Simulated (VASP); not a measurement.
Here is a VASP 6.6.1 calculation.

The input INCAR:

```
SYSTEM = KNbO3
PREC = Accurate
ENCUT = 600
EDIFF = 1E-6
ISMEAR = 0
SIGMA = 0.1
LREAL = .False.
LASPH = .True.
NELM = 120
ALGO = Normal
ISIF = 2
LWAVE = .False.
LCHARG = .False.
GGA = CA
NBANDS = 28
GGA_COMPAT = .False.
```

The input KPOINTS:

```
regular mesh
0
Gamma
  4 4 4
  0 0 0
```

POSCAR

```
KNbO3
1.0
    4.0129726800      0.0000000000      0.0000000000
    0.0000000000      4.0129726800      0.0000000000
    0.0000000000      0.0000000000      4.1102918300
K Nb O
1 1 3
Direct
    0.5000000000      0.5000000000      0.4999545100
    0.0000000000      0.0000000000      0.0149157700
    0.5000000000      0.0000000000      0.9741423400
    0.0000000000      0.5000000000      0.9741423400
    0.0000000000      0.0000000000      0.4716460400
```

Potentials or basis: VASP PAW LDA potentials, release 64 (K_sv, Nb_sv, O).

Run with:

```bash
$ cat potpaw_LDA.64/K_sv/POTCAR potpaw_LDA.64/Nb_sv/POTCAR potpaw_LDA.64/O/POTCAR > POTCAR
$ mpirun -np 1 vasp_std > vasp.out
```

Question: What does it give for the band gap on the k mesh?

Answer: 1.45 eV (least direct gap 2.31 eV).

Question: Predict the largest force.

Answer: 0.450 eV/Å.

Question: Estimate the pressure.

Answer: -10.0 GPa.

Stress tensor (GPa, compression positive):
```
-10.22   0.00   0.00
  0.00 -10.22   0.00
  0.00   0.00  -9.55
```

Caveat: the cell stands under tension. A k mesh can miss the band edges.
